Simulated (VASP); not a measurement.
A run of VASP 6.6.1:

The input POSCAR:

```
AgCl
1.0
    0.0000000000      2.7350000000      2.7350000000
    2.7350000000      0.0000000000      2.7350000000
    2.7350000000      2.7350000000      0.0000000000
Ag Cl
1 1
Direct
    0.0000000000      0.0000000000      0.0000000000
    0.5000000000      0.5000000000      0.5000000000
```

INCAR.step1

```
SYSTEM = AgCl
ALGO     = Normal         ! electronic algorithm
EDIFF    = 1E-7           ! SCF threshold, eV
ENCUT    = 520            ! plane-wave cutoff, eV
GGA      = PS             ! functional
ISIF     = 2              ! what is computed and relaxed
ISMEAR   = -1             ! smearing method
LASPH    = .True.         ! aspherical terms in the spheres
LCHARG   = .True.         ! write CHGCAR
LDAU     = .True.         ! DFT+U
LDAUJ    = 0 0          
LDAUL    = 2 -1           ! shell
LDAUPRINT= 1            
LDAUTYPE = 2            
LDAUU    = 6 0            ! U, eV
LMAXMIX  = 4              ! l up to which the mixer works
LREAL    = .False.        ! projectors in reciprocal space
LWAVE    = .False.        ! write WAVECAR
NBANDS   = 16             ! bands
NELM     = 150            ! most SCF steps
PREC     = Accurate       ! precision mode
SIGMA    = 0.05           ! smearing width, eV
```

File KPOINTS.step1:

```
k-points
0
Gamma
  8 8 8
  0 0 0
```

File INCAR.step2:

```
SYSTEM = AgCl
ALGO     = Normal         ! electronic algorithm
EDIFF    = 1E-7           ! SCF threshold, eV
ENCUT    = 520            ! plane-wave cutoff, eV
GGA      = PS             ! functional
ICHARG   = 11             ! starting density
ISIF     = 2              ! what is computed and relaxed
ISMEAR   = -5             ! smearing method
LASPH    = .True.         ! aspherical terms in the spheres
LCHARG   = .False.        ! write CHGCAR
LDAU     = .True.         ! DFT+U
LDAUJ    = 0 0          
LDAUL    = 2 -1           ! shell
LDAUPRINT= 1            
LDAUTYPE = 2            
LDAUU    = 6 0            ! U, eV
LMAXMIX  = 4              ! l up to which the mixer works
LORBIT   = 11             ! projections on sites
LREAL    = .False.        ! projectors in reciprocal space
LWAVE    = .False.        ! write WAVECAR
NEDOS    = 1001           ! points of the DOS
NELM     = 150            ! most SCF steps
PREC     = Accurate       ! precision mode
SIGMA    = 0.05           ! smearing width, eV
```

Contents of KPOINTS.step2:

```
k-points
0
Gamma
  12 12 12
  0 0 0
```

Potentials or basis: VASP PAW PBE potentials, release 64 (Ag, Cl).

The run is started by

```sh
$ cat potpaw_PBE.64/Ag/POTCAR potpaw_PBE.64/Cl/POTCAR > POTCAR
$ cp INCAR.step1 INCAR
$ cp KPOINTS.step1 KPOINTS
$ mpirun -np 1 vasp_std > vasp.out
$ cp INCAR.step2 INCAR
$ cp KPOINTS.step2 KPOINTS
$ mpirun -np 1 vasp_std > vasp.out
```

Hardware: 1 thread of AMD EPYC 9R14 (Zen 4), on a shared host.

Problem. Estimate the wall time of this run.

Solution. Run time: 27 s on 1 thread of AMD EPYC 9R14 (Zen 4), with other jobs on the host, peak memory 0.15 GiB. Counts: k points 72.
